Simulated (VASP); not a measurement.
Runs of VASP 6.6.1 on Ta. The structure is that of space group Im-3m (No. 229), or close to it. The cells are those of the table. 

| cell | gap on the mesh (eV) | pressure (GPa) |
| --- | --- | --- |
| a = 2.670 Å, angles 110.6, 110.6, 107.2°, 1 atom | none | 66.4 |
| a = 3.051 Å, angles 108.5, 108.5, 111.5°, 1 atom | none | (a) |
| a = 2.631 Å, angles 109.5°, 1 atom | none | (b) |
| a = 2.746 Å, angles 109.5°, 1 atom | none | 35.3 |
| a = 2.937 Å, angles 108.4, 108.4, 111.6°, 1 atom | none | -10.8 |

Alike in all rows: task single point; level PBE; potentials or basis VASP PAW PBE potentials, release 64 (Ta_pv); no spin polarisation; k mesh 20 × 20 × 20; cutoff (eV) 520; smearing gaussian 0.15 eV.

Problem. Estimate the missing entries.

Solution. (a) -24.6; (b) 85.1.

Caveats: spin-orbit coupling is left out, which moves the levels of the heavy elements; the cell stands under tension (at least some runs); the cell stands under pressure (at least some runs); the stress differs along the axes, from 61 to 69 GPa (at least some runs).

A k mesh can miss the band edges, and the runs leave out spin-orbit coupling on Ta.

A gap of «none» marks levels without a gap at the run's occupations.
